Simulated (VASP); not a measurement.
# KCl (Pm-3m) in VASP: further runs

Aim: see how the results for KCl move with the level of theory and the settings. Levels: PBE, LDA, PBEsol. Tasks: single point.

Program: VASP 6.6.1. These are calculated values, not measurements. Logs are shortened: lines on timing, memory, paths and dates and some standing lists are left out, and cuts for length are marked.

## (1) The cell of the first run

Symmetry: Pm-3m, No. 221, cubic system. The conventional cell has a = 3.771 Å, b = 3.771 Å, c = 3.771 Å, α = 90.00°, β = 90.00°, γ = 90.00°. Within 4.3 Å of K (site symmetry m-3m) lie 8 Cl at 3.27 Å and 6 K at 3.77 Å. Within 4.3 Å of Cl (site symmetry m-3m) lie 8 K at 3.27 Å and 6 Cl at 3.77 Å.

## (2) Single point, PBE

Input file INCAR:

```
PREC = Accurate
ENCUT = 520
EDIFF = 1E-7
ISMEAR = 0
SIGMA = 0.01
LREAL = False
LASPH = True
NELM = 60
ALGO = Normal
ISIF = 2
LWAVE = False
LCHARG = False
GGA = PE
NBANDS = 15
```

Input file KPOINTS:

```
Automatic mesh
0
Gamma
  4 4 4
```

Input file POSCAR:

```
KCl
1.0
    3.7711686990      0.0000000000      0.0000000000
    0.0000000000      3.7711686990      0.0000000000
    0.0000000000      0.0000000000      3.7711686990
K Cl
1 1
Direct
    0.0000000000      0.0000000000      0.0000000000
    0.5000000000      0.5000000000      0.5000000000
```

Potentials or basis: VASP PAW PBE potentials, release 64 (K_sv, Cl).

Run with:

```
$ cat potpaw_PBE.64/K_sv/POTCAR potpaw_PBE.64/Cl/POTCAR > POTCAR
$ mpirun -np 1 vasp_std > vasp.out
```

OUTCAR:

```text
PREC = Accurate
   ENCUT = 520
   EDIFF = 1E-7
   ISMEAR = 0
   LREAL = False
   LASPH = True
   NELM = 60
   ISIF = 2
   GGA = PE

 ion  position               nearest neighbor table
   1  0.000  0.000  0.000-
   2  0.500  0.500  0.500-

  LATTYP: Found a simple cubic cell.
 ALAT       =     3.7711686990

  Lattice vectors:

 A1 = (   3.7711686990,   0.0000000000,   0.0000000000)
 A2 = (   0.0000000000,   3.7711686990,   0.0000000000)
 A3 = (   0.0000000000,   0.0000000000,   3.7711686990)

Analysis of symmetry for initial positions (statically):
=====================================================================
 Subroutine PRICEL returns:
 Original cell was already a primitive cell.

 Routine SETGRP: Setting up the symmetry group for a
 simple cubic supercell.

 Subroutine GETGRP returns: Found 48 space group operations
 (whereof 48 operations were pure point group operations)
 out of a pool of 48 trial point group operations.

The static configuration has the point symmetry O_h .

Analysis of symmetry for dynamics (positions and initial velocities):
=====================================================================
 Subroutine PRICEL returns:
 Original cell was already a primitive cell.

 Routine SETGRP: Setting up the symmetry group for a
 simple cubic supercell.

 Subroutine GETGRP returns: Found 48 space group operations
 (whereof 48 operations were pure point group operations)
 out of a pool of 48 trial point group operations.

The dynamic configuration has the point symmetry O_h .

 Subroutine INISYM returns: Found 48 space group operations
 (whereof 48 operations are pure point group operations),
 and found     1 'primitive' translations

----------------------------------------------------------------------------------------

                                     Primitive cell

  volume of cell :      53.6325

  direct lattice vectors                    reciprocal lattice vectors
     3.771168699  0.000000000  0.000000000     0.265169787  0.000000000  0.000000000
     0.000000000  3.771168699  0.000000000     0.000000000  0.265169787  0.000000000
     0.000000000  0.000000000  3.771168699     0.000000000  0.000000000  0.265169787

  length of vectors
     3.771168699  3.771168699  3.771168699     0.265169787  0.265169787  0.265169787

  position of ions in fractional coordinates (direct lattice)
     0.000000000  0.000000000  0.000000000
[... 71 lines left out ...]
   POTIM  = 0.5000    time-step for ionic-motion
   TEBEG  =    0.0;   TEEND  =   0.0 temperature during run
   PSTRESS=    0.0 pullay stress
   NELECT =      16.0000    total number of electrons
   NUPDOWN=      -1.0000    fix difference up-down
   EMIN   =  10.00;   EMAX   =-10.00  energy-range for DOS
   EFERMI =   0.00;   METHOD = LEGACY
   ISMEAR =     0;   SIGMA  =   0.01  broadening in eV -4-tet -1-fermi 0-gaus
   EFERMI_NEDOS =   21; number of points for ismear=-14 and -15
   IALGO  =     38    algorithm
   IMIX   =      4    mixing-type and parameters
     AMIX     =   0.40;   BMIX     =  1.00
     AMIX_MAG =   1.60;   BMIX_MAG =  1.00
  volume/ion in A,a.u.               =      26.82       180.96
  Fermi-wavevector in a.u.,A,eV,Ry     =   1.093886  2.067145 16.280559  1.196587
  Thomas-Fermi vector in A             =   2.230180
   LORBIT       =      0    0 simple, 1 ext, 2 COOP (PROOUT), +10 PAW based schemes
   GGA     = PE    functional components
   LHFCALC =     F    Hartree Fock is set to
   AEXX    =    0.0000 exact exchange contribution
   IVDW    =     0    specifies the selected vdW correction
   LEPSILON=     F    determine dielectric tensor
   LRPA    =     F    only Hartree local field effects (RPA)
 non-spin polarized calculation
 Gauss-broadening in eV      SIGMA  =   0.01
  energy-cutoff  :      520.00
  volume of cell :       53.63
 maximum number of plane-waves:      1472
   NGX = 15   NGY = 15   NGZ = 15

 number of electron      16.0000004 magnetization

 Free energy of the ion-electron system (eV)
  ---------------------------------------------------
  ext. energy  EPLUGINS =         0.00000000
  ---------------------------------------------------
  free energy    TOTEN  =        -6.64278860 eV

  energy without entropy =       -6.64278860  energy(sigma->0) =       -6.64278860

 E-fermi :  -0.5073     XC(G=0):  -8.3051

 val. band max:       -0.5590446147   @ k =   0.5000   0.5000   0.0000
 cond. band min:       4.4678142661   @ k =   0.0000   0.0000   0.0000
 fundamental gap:      5.0268588807
 Fermi energy:        -0.5072793265

 k-point     1 :       0.0000    0.0000    0.0000
  band No.  band energies     occupation
      1     -28.5352      2.00000
      2     -13.2289      2.00000
      3     -11.9107      2.00000
      4     -11.9107      2.00000
      5     -11.9107      2.00000
      6      -0.7725      2.00000
      7      -0.7725      2.00000
      8      -0.7725      2.00000
      9       4.4678      0.00000
     10       5.9590      0.00000
     11       5.9590      0.00000
     12      10.2224      0.00000
     13      10.2224      0.00000
     14      10.2224      0.00000
[... 149 lines left out ...]
      2     -12.7693      2.00000
      3     -12.1068      2.00000
      4     -12.1068      2.00000
      5     -12.1068      2.00000
      6      -1.9955      2.00000
      7      -1.9955      2.00000
      8      -1.9955      2.00000
      9       8.4187      0.00000
     10       8.4187      0.00000
     11       8.4187      0.00000
     12       9.5599      0.00000
     13       9.5599      0.00000
     14       9.5599      0.00000
     15      11.9294      0.00000

------------------------ aborting loop because EDIFF is reached ----------------------------------------

  FORCE on cell =-STRESS in cart. coord.  units (eV):
  Direction    XX          YY          ZZ          XY          YZ          ZX
  --------------------------------------------------------------------------------------
  -------------------------------------------------------------------------------------
  Total        0.3756884      0.3756884      0.3756884      0.0000000      0.0000000     -0.0000000
  in kB       11.2230400     11.2230400     11.2230400      0.0000000      0.0000000     -0.0000000
  external PRESSURE =      11.2230400 kB  Pullay stress =       0.0000000 kB

 VOLUME and BASIS-vectors are now :
 -----------------------------------------------------------------------------
  energy-cutoff  :      520.00
  volume of cell :       53.63
      direct lattice vectors                 reciprocal lattice vectors
     3.771168699  0.000000000  0.000000000     0.265169787  0.000000000  0.000000000
     0.000000000  3.771168699  0.000000000     0.000000000  0.265169787  0.000000000
     0.000000000  0.000000000  3.771168699     0.000000000  0.000000000  0.265169787

 POSITION                                       TOTAL-FORCE (eV/Angst)
 -----------------------------------------------------------------------------------
      0.00000      0.00000      0.00000         0.000000      0.000000      0.000000
      1.88558      1.88558      1.88558         0.000000      0.000000      0.000000
 -----------------------------------------------------------------------------------
    total drift:                               -0.000000      0.000000      0.000000

  FREE ENERGIE OF THE ION-ELECTRON SYSTEM (eV)
  ---------------------------------------------------
  free  energy   TOTEN  =        -6.6427886028 eV

  energy  without entropy=       -6.6427886028  energy(sigma->0) =       -6.64278860
```

OSZICAR:

```text
N       E                     dE             d eps       ncg     rms          rms(c)
DAV:   1     0.980931379987E+02    0.98093E+02   -0.73142E+03   300   0.981E+02
DAV:   2    -0.133391179881E+01   -0.99427E+02   -0.91936E+02   405   0.237E+02
DAV:   3    -0.674439247617E+01   -0.54105E+01   -0.53894E+01   377   0.500E+01
DAV:   4    -0.694404465174E+01   -0.19965E+00   -0.19961E+00   472   0.837E+00
DAV:   5    -0.694566993611E+01   -0.16253E-02   -0.16253E-02   398   0.850E-01    0.309E+00
DAV:   6    -0.667342045558E+01    0.27225E+00   -0.28988E-01   356   0.322E+00    0.259E+00
DAV:   7    -0.664041058808E+01    0.33010E-01   -0.89214E-02   384   0.198E+00    0.154E+00
DAV:   8    -0.664249898287E+01   -0.20884E-02   -0.17359E-02   404   0.996E-01    0.193E-01
DAV:   9    -0.664254469511E+01   -0.45712E-04   -0.72458E-04   398   0.187E-01    0.103E-01
DAV:  10    -0.664278977165E+01   -0.24508E-03   -0.32323E-04   335   0.145E-01    0.231E-02
DAV:  11    -0.664278874246E+01    0.10292E-05   -0.72283E-06   443   0.203E-02    0.107E-02
DAV:  12    -0.664278856569E+01    0.17677E-06   -0.24759E-06   356   0.130E-02    0.152E-03
DAV:  13    -0.664278860279E+01   -0.37096E-07   -0.83630E-08   319   0.269E-03
   1 F= -.66427886E+01 E0= -.66427886E+01  d E =-.609278E-15
```

It took 4.6 s on 1 thread of Intel Xeon Platinum 8488C (Sapphire Rapids), shared host; peak memory 0.15 GiB.

What came out:

- Free energy: -6.6428 eV
- Pressure: 1.1 GPa
- Band gap on the k mesh: 5.03 eV, indirect (least direct gap 5.24 eV)

## (3) Single point, PBE

Input file INCAR:

```
SYSTEM = KCl
PREC = Accurate
ENCUT = 520
EDIFF = 1E-6
ISMEAR = 0
SIGMA = 0.01
LREAL = .FALSE.
LASPH = .TRUE.
NELM = 100
ALGO = Normal
ISIF = 2
LWAVE = .FALSE.
LCHARG = .TRUE.
GGA = PE
LELF = .TRUE.
LVHAR = .TRUE.
NBANDS = 15
```

Input file KPOINTS:

```
Automatic mesh
0
G
  4 4 4
  0 0 0
```

POSCAR is that of step 2.

Potentials or basis: VASP PAW PBE potentials, release 64 (K_sv, Cl).

Run with:

```
$ cat potpaw_PBE.64/K_sv/POTCAR potpaw_PBE.64/Cl/POTCAR > POTCAR
$ mpirun -np 1 vasp_std > vasp.out
```

OUTCAR:

```text
SYSTEM = KCl
   PREC = Accurate
   ENCUT = 520
   EDIFF = 1E-6
   ISMEAR = 0
   LREAL = .FALSE.
   LASPH = .TRUE.
   NELM = 100
   ISIF = 2
   GGA = PE

 ion  position               nearest neighbor table
   1  0.000  0.000  0.000-
   2  0.500  0.500  0.500-

  LATTYP: Found a simple cubic cell.
 ALAT       =     3.7711686990

  Lattice vectors:

 A1 = (   3.7711686990,   0.0000000000,   0.0000000000)
 A2 = (   0.0000000000,   3.7711686990,   0.0000000000)
 A3 = (   0.0000000000,   0.0000000000,   3.7711686990)

Analysis of symmetry for initial positions (statically):
=====================================================================
 Subroutine PRICEL returns:
 Original cell was already a primitive cell.

 Routine SETGRP: Setting up the symmetry group for a
 simple cubic supercell.

 Subroutine GETGRP returns: Found 48 space group operations
 (whereof 48 operations were pure point group operations)
 out of a pool of 48 trial point group operations.

The static configuration has the point symmetry O_h .

Analysis of symmetry for dynamics (positions and initial velocities):
=====================================================================
 Subroutine PRICEL returns:
 Original cell was already a primitive cell.

 Routine SETGRP: Setting up the symmetry group for a
 simple cubic supercell.

 Subroutine GETGRP returns: Found 48 space group operations
 (whereof 48 operations were pure point group operations)
 out of a pool of 48 trial point group operations.

The dynamic configuration has the point symmetry O_h .

 Subroutine INISYM returns: Found 48 space group operations
 (whereof 48 operations are pure point group operations),
 and found     1 'primitive' translations

----------------------------------------------------------------------------------------

                                     Primitive cell

  volume of cell :      53.6325

  direct lattice vectors                    reciprocal lattice vectors
     3.771168699  0.000000000  0.000000000     0.265169787  0.000000000  0.000000000
     0.000000000  3.771168699  0.000000000     0.000000000  0.265169787  0.000000000
     0.000000000  0.000000000  3.771168699     0.000000000  0.000000000  0.265169787

  length of vectors
     3.771168699  3.771168699  3.771168699     0.265169787  0.265169787  0.265169787

  position of ions in fractional coordinates (direct lattice)
     0.000000000  0.000000000  0.000000000
     0.500000000  0.500000000  0.500000000

  ion indices of the primitive-cell ions
   primitive index   ion index
                 1           1
                 2           2

----------------------------------------------------------------------------------------

 KPOINTS: Automatic mesh

Automatic generation of k-mesh.
 Grid dimensions read from file:
 generate k-points for:    4    4    4

 Generating k-lattice:

  Cartesian coordinates                     Fractional coordinates (reciprocal lattice)
[... 21 lines left out ...]
  0.500000  0.250000  0.000000     12.000000
  0.500000  0.500000  0.000000      3.000000
  0.250000  0.250000  0.250000      8.000000
  0.500000  0.250000  0.250000     12.000000
  0.500000  0.500000  0.250000      6.000000
  0.500000  0.500000  0.500000      1.000000
   k-points           NKPTS =     10   k-points in BZ     NKDIM =     10   number of bands    NBANDS=     15
   number of dos      NEDOS =    301   number of ions     NIONS =      2
   total plane-waves  NPLWV =  21952
   dimension x,y,z NGX =    28 NGY =   28 NGZ =   28
   dimension x,y,z NGXF=    56 NGYF=   56 NGZF=   56
   ions per type =               1   1
   NGX,Y,Z   is equivalent  to a cutoff of  12.34, 12.34, 12.34 a.u.
   NGXF,Y,Z  is equivalent  to a cutoff of  24.69, 24.69, 24.69 a.u.
 SYSTEM =  KCl
   PREC   = accura    normal or accurate (medium, high low for compatibility)
   ISTART =      0    job   : 0-new  1-cont  2-samecut
   ICHARG =      2    charge: 1-file 2-atom 10-const
   ISPIN  =      1    spin polarized calculation?
   LNONCOLLINEAR =      F non collinear calculations
   LSORBIT =      F    spin-orbit coupling
   LASPH  =      T    aspherical Exc in radial PAW
   ENCUT  =  520.0 eV  38.22 Ry    6.18 a.u.   7.01  7.01  7.01*2*pi/ulx,y,z
   NELM   =    100;   NELMIN=  2; NELMDL= -5     # of ELM steps
   EDIFF  = 0.1E-05   stopping-criterion for ELM
   LREAL  =      F    real-space projection
   EDIFFG = 0.1E-04   stopping-criterion for IOM
   NSW    =      0    number of steps for IOM
   IBRION =     -1    ionic relax: 0-MD 1-quasi-New 2-CG
   NFREE  =      0    steps in history (QN), initial steepest desc. (CG)
   ISIF   =      2    stress and relaxation
   ISYM   =      2    0-nonsym 1-usesym 2-fastsym
   POTIM  = 0.5000    time-step for ionic-motion
   TEBEG  =    0.0;   TEEND  =   0.0 temperature during run
   PSTRESS=    0.0 pullay stress
   NELECT =      16.0000    total number of electrons
   NUPDOWN=      -1.0000    fix difference up-down
   EMIN   =  10.00;   EMAX   =-10.00  energy-range for DOS
   EFERMI =   0.00;   METHOD = LEGACY
   ISMEAR =     0;   SIGMA  =   0.01  broadening in eV -4-tet -1-fermi 0-gaus
   EFERMI_NEDOS =   21; number of points for ismear=-14 and -15
   IALGO  =     38    algorithm
   IMIX   =      4    mixing-type and parameters
     AMIX     =   0.40;   BMIX     =  1.00
     AMIX_MAG =   1.60;   BMIX_MAG =  1.00
  volume/ion in A,a.u.               =      26.82       180.96
  Fermi-wavevector in a.u.,A,eV,Ry     =   1.093886  2.067145 16.280559  1.196587
  Thomas-Fermi vector in A             =   2.230180
   LORBIT       =      0    0 simple, 1 ext, 2 COOP (PROOUT), +10 PAW based schemes
   GGA     = PE    functional components
   LHFCALC =     F    Hartree Fock is set to
   AEXX    =    0.0000 exact exchange contribution
   IVDW    =     0    specifies the selected vdW correction
   LEPSILON=     F    determine dielectric tensor
   LRPA    =     F    only Hartree local field effects (RPA)
 non-spin polarized calculation
 Gauss-broadening in eV      SIGMA  =   0.01
  energy-cutoff  :      520.00
  volume of cell :       53.63
 maximum number of plane-waves:      1472
   NGX = 15   NGY = 15   NGZ = 15

 number of electron      16.0000004 magnetization

 Free energy of the ion-electron system (eV)
  ---------------------------------------------------
  ext. energy  EPLUGINS =         0.00000000
  ---------------------------------------------------
  free energy    TOTEN  =        -6.64278857 eV

  energy without entropy =       -6.64278857  energy(sigma->0) =       -6.64278857

 E-fermi :  -0.5073     XC(G=0):  -8.3052

 val. band max:       -0.5591370182   @ k =   0.5000   0.5000   0.0000
 cond. band min:       4.4676525059   @ k =   0.0000   0.0000   0.0000
 fundamental gap:      5.0267895242
 Fermi energy:        -0.5072754718

 k-point     1 :       0.0000    0.0000    0.0000
  band No.  band energies     occupation
      1     -28.5352      2.00000
      2     -13.2290      2.00000
      3     -11.9107      2.00000
      4     -11.9107      2.00000
      5     -11.9107      2.00000
      6      -0.7726      2.00000
      7      -0.7726      2.00000
      8      -0.7726      2.00000
      9       4.4677      0.00000
     10       5.9589      0.00000
     11       5.9589      0.00000
     12      10.2225      0.00000
     13      10.2225      0.00000
     14      10.2225      0.00000
[... 149 lines left out ...]
      2     -12.7694      2.00000
      3     -12.1068      2.00000
      4     -12.1068      2.00000
      5     -12.1068      2.00000
      6      -1.9956      2.00000
      7      -1.9956      2.00000
      8      -1.9956      2.00000
      9       8.4185      0.00000
     10       8.4185      0.00000
     11       8.4185      0.00000
     12       9.5598      0.00000
     13       9.5598      0.00000
     14       9.5598      0.00000
     15      11.9295      0.00000

------------------------ aborting loop because EDIFF is reached ----------------------------------------

  FORCE on cell =-STRESS in cart. coord.  units (eV):
  Direction    XX          YY          ZZ          XY          YZ          ZX
  --------------------------------------------------------------------------------------
  -------------------------------------------------------------------------------------
  Total        0.3759922      0.3759922      0.3759922      0.0000000      0.0000000      0.0000000
  in kB       11.2321143     11.2321143     11.2321143      0.0000000      0.0000000      0.0000000
  external PRESSURE =      11.2321143 kB  Pullay stress =       0.0000000 kB

 VOLUME and BASIS-vectors are now :
 -----------------------------------------------------------------------------
  energy-cutoff  :      520.00
  volume of cell :       53.63
      direct lattice vectors                 reciprocal lattice vectors
     3.771168699  0.000000000  0.000000000     0.265169787  0.000000000  0.000000000
     0.000000000  3.771168699  0.000000000     0.000000000  0.265169787  0.000000000
     0.000000000  0.000000000  3.771168699     0.000000000  0.000000000  0.265169787

 POSITION                                       TOTAL-FORCE (eV/Angst)
 -----------------------------------------------------------------------------------
      0.00000      0.00000      0.00000         0.000000      0.000000      0.000000
      1.88558      1.88558      1.88558         0.000000      0.000000      0.000000
 -----------------------------------------------------------------------------------
    total drift:                               -0.000000      0.000000      0.000000

  FREE ENERGIE OF THE ION-ELECTRON SYSTEM (eV)
  ---------------------------------------------------
  free  energy   TOTEN  =        -6.6427885689 eV

  energy  without entropy=       -6.6427885689  energy(sigma->0) =       -6.64278857
```

stdout:

```text
POSCAR found type information on POSCAR K Cl
 POSCAR found :  2 types and       2 ions
 scaLAPACK will be used
 LDA part: xc-table for (Slater+PW92), standard interpolation
 POSCAR, INCAR and KPOINTS ok, starting setup
 FFT: planning ... GRIDC
 FFT: planning ... GRID_SOFT
 FFT: planning ... GRID
 WAVECAR not read
 entering main loop
```

Run time: 4.9 s. Hardware: 1 thread of Intel Xeon Platinum 8488C (Sapphire Rapids), shared host; peak memory 0.15 GiB.

What came out:

* Free energy: -6.6428 eV
* Pressure: 1.1 GPa
* Band gap on the k mesh: 5.03 eV, indirect (least direct gap 5.24 eV)

Levels at points of the mesh, in eV from the valence-band top:
```csv
k point,band 6,band 7,band 8,band 9,band 10,band 11
"(0.00, 0.00, 0.00)",-0.21,-0.21,-0.21,5.03,6.52,6.52
"(0.50, 0.00, 0.00)",-1.90,-0.23,-0.23,7.94,7.97,8.54
"(0.50, 0.50, 0.00)",-1.27,-1.27,0.00,6.22,7.35,8.99
"(0.50, 0.50, 0.50)",-1.44,-1.44,-1.44,8.98,8.98,8.98
```

[end of part 1 of 2]
